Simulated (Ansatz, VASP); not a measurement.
## Two plane-wave programs on Ru

```
Ru
1.0
     2.69000    0.00000    0.00000
    -1.34500    2.32961    0.00000
     0.00000    0.00000    4.25000
Ru
2
Direct
  0.33333 0.66667 0.25000
  0.66667 0.33333 0.75000
```

Alike in both runs: task single point; functional LDA; k mesh 9 × 9 × 4; occupations gaussian, width 0.1 eV; no spin polarisation.

```csv
,VASP,Ansatz
version,VASP 6.6.1,Ansatz 0.2.0
potentials or method,"VASP PAW LDA potentials, release 64 (Ru_pv), cutoff 500 eV","scalar-relativistic, plane waves, PAW"
valence electrons in the cell,28,32
```

Ansatz gave:

- gap on the k mesh at the Fermi level (eV): none
- pressure (GPa): -5.9
- traceless stress, the component that is largest in VASP (GPa): -1.60

Problem. What did VASP give for the same quantities?

Solution. gap on the k mesh at the Fermi level (eV): none; pressure (GPa): -5.0; traceless stress, the component that is largest in VASP (GPa): -1.49.

Ansatz warns that its potentials were made for another functional, while VASP's fit it. LDA's correlation is that of Perdew and Zunger in VASP and of Perdew and Wang (1992) in Ansatz. A gap of «none» marks a metal or a gap that the smearing closes. VASP's potentials hold 28 valence electrons a cell and Ansatz's 32, so a difference there can come from the potentials and not from the codes.

The k mesh is coarse, so the values compare programs but aren't converged.
